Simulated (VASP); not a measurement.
Here is a VASP 6.6.1 calculation.

The input INCAR:

```
ALGO = Fast ; EDIFF = 1E-6
ENCUT = 520 ; GGA = PS
ISIF = 2 ; ISMEAR = 0
LASPH = True ; LCHARG = True
LELF = True ; LREAL = False
LVHAR = True ; LWAVE = False
NBANDS = 10 ; NELM = 60
PREC = Accurate ; SIGMA = 0.15
```

KPOINTS

```
k-points
0
Gamma
  12 12 12
```

File POSCAR:

```
Cs
1.0
   -3.0639092553      3.0639092553      2.9413528851
    3.0639092553     -3.0639092553      2.9413528851
    3.0639092553      3.0639092553     -2.9413528851
Cs
1
Direct
    0.0000000000      0.0000000000      0.0000000000
```

Potentials or basis: VASP PAW PBE potentials, release 64 (Cs_sv).

Launch:

```sh
$ cat potpaw_PBE.64/Cs_sv/POTCAR > POTCAR
$ mpirun -np 1 vasp_std > vasp.out
```

(1) Estimate the pressure.

Results:

(1) 0.0 GPa.

Caveat: the PAW data sets were made with another functional, which shifts forces and pressure a little.
